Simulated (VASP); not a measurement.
Wanted: the native input for a VASP 6.6.1 run.

| Item | Value |
| --- | --- |
| Task | single point |
| Functional | RPBE |
| Potentials or basis | VASP PAW PBE potentials, release 64 (Re) |
| Cutoff | 520 eV |
| k mesh | 6 × 6 × 4 |
| Occupations | fermi-dirac, width 0.05 eV |
| Spin | no spin polarisation |
| Dipole correction | no |
| Further INCAR settings | ALGO = Fast; EDIFF = 1e-06; NBANDS = 14 |

The structure of Re lies in POSCAR:

```
Re
1.0
    2.7608000000      0.0000000000      0.0000000000
   -1.3804000000      2.3909229348      0.0000000000
    0.0000000000      0.0000000000      4.4582000000
Re
2
Direct
    0.6666666667      0.3333333333      0.7500000000
    0.3333333333      0.6666666667      0.2500000000
```

One way to write it, as run:

INCAR

```
  PREC = Accurate
  ENCUT = 520
  EDIFF = 1E-6
  ISMEAR = -1
  SIGMA = 0.05
  LREAL = F
  LASPH = T
  NELM = 60
  ALGO = Fast
  ISIF = 2
  LWAVE = F
  LCHARG = F
  GGA = RP
  NBANDS = 14
```

KPOINTS

```
Automatic mesh
0
Gamma
  6 6 4
```

Potentials or basis: VASP PAW PBE potentials, release 64 (Re).

Run with:

```sh
$ cat potpaw_PBE.64/Re/POTCAR > POTCAR
$ mpirun -np 1 vasp_std > vasp.out
```

It gave:

| Property | Result |
| --- | --- |
| Pressure | 9.8 GPa |
| Band gap on the k mesh | zero (band 7 reaches 9.04 eV, above the bottom of band 8 at 6.26 eV) |

Caveat: the k points lie up to 0.44 Å⁻¹ apart; the PAW data sets were made with another functional, which shifts forces and pressure a little; spin-orbit coupling is left out, which moves the levels of the heavy elements.

Wall time 10 s on 1 thread of Intel Xeon 6975P-C, on a shared host, peak memory 0.15 GiB.
